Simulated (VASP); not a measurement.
A run of VASP 6.6.1 is set up as follows.

File INCAR:

```
PREC = Accurate
ENCUT = 520
EDIFF = 1E-6
ISMEAR = -1
SIGMA = 0.2
LREAL = F
LASPH = T
NELM = 60
ALGO = Normal
ISIF = 2
LWAVE = F
LCHARG = F
NBANDS = 16
```

KPOINTS

```
regular mesh
0
Gamma
  8 8 8
```

File POSCAR:

```
CdTe
1.0
    0.0000000000      3.6999022328      2.4049364513
    3.6999022328      0.0000000000      2.4049364513
    3.6999022328      3.6999022328      0.0000000000
Cd Te
1 1
Direct
    0.0000000000      0.0000000000      0.0000000000
    0.7500000000      0.7500000000      0.7500000000
```

Potentials or basis: VASP PAW LDA potentials, release 64 (Cd, Te).

The run is started by

```sh
$ cat potpaw_LDA.64/Cd/POTCAR potpaw_LDA.64/Te/POTCAR > POTCAR
$ mpirun -np 1 vasp_std > vasp.out
```

**Question.** Predict the pressure.

**Answer.** -3.0 GPa.

Stress tensor (GPa, compression positive):
```
-4.41  0.00  0.00
 0.00 -4.41  0.00
 0.00  0.00 -0.12
```
